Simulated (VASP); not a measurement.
Input of a VASP 6.6.1 run:

File POSCAR:

```
Y
1.0
    0.0000000000      3.4543040657      3.4543040657
    3.4543040657      0.0000000000      3.4543040657
    3.4543040657      3.4543040657      0.0000000000
Y
2
Direct
    0.1250000000      0.1250000000      0.1250000000
    0.8750000000      0.8750000000      0.8750000000
```

File INCAR.step1:

```
ALGO = Normal
EDIFF = 1E-4
ENCUT = 520
GGA = PE
ISMEAR = -1
LASPH = T
LCHARG = F
LREAL = F
LWAVE = T
NBANDS = 18
NELM = 60
PREC = Accurate
SIGMA = 0.1
```

INCAR.step2

```
ALGO = Normal
EDIFF = 1E-7
ENCUT = 520
ISIF = 2
ISMEAR = -1
ISTART = 1
LASPH = T
LCHARG = T
LELF = T
LMIXTAU = T
LREAL = F
LVHAR = T
LWAVE = F
METAGGA = R2SCAN
NBANDS = 18
NELM = 60
PREC = Accurate
SIGMA = 0.1
```

File KPOINTS:

```
k-points
0
Gamma
  4 4 4
```

Potentials or basis: VASP PAW PBE potentials, release 64 (Y_sv).

Run with:

```console
$ cat potpaw_PBE.64/Y_sv/POTCAR > POTCAR
$ cp INCAR.step1 INCAR
$ mpirun -np 1 vasp_std > vasp.out
$ cp INCAR.step2 INCAR
$ mpirun -np 1 vasp_std > vasp.out
```

(1) Estimate the band gap on the k mesh.

(2) Estimate the pressure.

Results:

(1) zero (bands 11 and 12 overlap by 0.69 eV).

(2) -1.0 GPa.

Caveat: the k points lie up to 0.39 Å⁻¹ apart, too coarse for converged energies and pressures of a metal; the PAW data sets were made with another functional, which shifts forces and pressure a little.
